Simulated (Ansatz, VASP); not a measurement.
# CuI: VASP beside Ansatz

File INCAR:

```
SYSTEM = CuI
PREC = Accurate
ENCUT = 520
EDIFF = 1E-7
ISMEAR = 0
SIGMA = 0.01
LREAL = .False.
LASPH = .True.
NELM = 80
ALGO = Normal
ISIF = 2
LWAVE = .False.
LCHARG = .False.
GGA = PS
NBANDS = 16
```

KPOINTS

```
regular mesh
0
Gamma
  6 6 6
  0 0 0
```

POSCAR

```
CuI
1.0
    0.0000000000      3.0315000000      3.0315000000
    3.0315000000      0.0000000000      3.0315000000
    3.0315000000      3.0315000000      0.0000000000
Cu I
1 1
Direct
    0.2500000000      0.2500000000      0.2500000000
    0.0000000000      0.0000000000      0.0000000000
```

Input for Ansatz:

```yaml
crystal:
  lattice:
    - [0.0, 3.0315, 3.0315]
    - [3.0315, 0.0, 3.0315]
    - [3.0315, 3.0315, 0.0]
  atoms:
    - { symbol: Cu, position: [0.25, 0.25, 0.25] }
    - { symbol: I, position: [0.0, 0.0, 0.0] }
kpoints:
  mp_grid:
    grid: [6, 6, 6]
hamiltonian:
  xc: pbesol
scf:
  occupations:
    method: fixed
output:
  eigenvalues: true
```

Alike in both runs: task single point; functional PBEsol; k mesh 6 × 6 × 6; no spin polarisation.

|  | VASP | Ansatz |
| --- | --- | --- |
| version | VASP 6.6.1 | Ansatz 0.2.0 |
| potentials or method | VASP PAW PBE potentials, release 64 (Cu, I) | plane waves, PAW |
| plane-wave cutoff (eV) | 520 | 420 |
| occupations | gaussian, width 0.01 eV | fixed |
| valence electrons in the cell | 18 | 36 |

```tsv
	VASP	Ansatz	Ansatz less VASP
gap on the k mesh at the Fermi level (eV)	1.03	1.01	-0.021
```

VASP's potentials were made for PBE, not for PBEsol. VASP's potentials hold 18 valence electrons a cell and Ansatz's 36, so a difference there can come from the potentials and not from the codes.

Neither program's run includes spin-orbit coupling.
